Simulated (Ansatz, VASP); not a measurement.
**Two plane-wave programs on AlN**

```xyz
4
Lattice="3.1138 0.0000 0.0000 -1.5569 2.6967 0.0000 0.0000 0.0000 4.9829" Properties=species:S:1:pos:R:3 pbc="T T T"
Al    0.0000    1.7978   -0.0050
Al    1.5569    0.8989    2.4864
N     0.0000    1.7978    1.8985
N     1.5569    0.8989    4.3899
```

Alike in both runs: functional PBEsol; k mesh 14 × 14 × 8; occupations fermi-dirac, width 0.08 eV; no spin polarisation.

Ansatz relaxed the structure, and its values are those at the end. VASP's run is a single point on that final structure, the one shown.

|  | VASP | Ansatz |
| --- | --- | --- |
| version | VASP 6.6.1 | Ansatz 0.2.0 |
| potentials or method | VASP PAW PBE potentials, release 64 (Al, N) | PAW with Ansatz's default frozen-core files, scalar-relativistic |
| plane-wave cutoff (eV) | 520 | 420 |
| valence electrons in the cell | 16 | 16 |

```csv
,VASP,Ansatz,Ansatz less VASP
pressure (GPa),0.0,0.0,+0.06
```

VASP's potentials were made for PBE, not for PBEsol. The functional is the same, so the differences come from potentials, cutoffs and numerics.
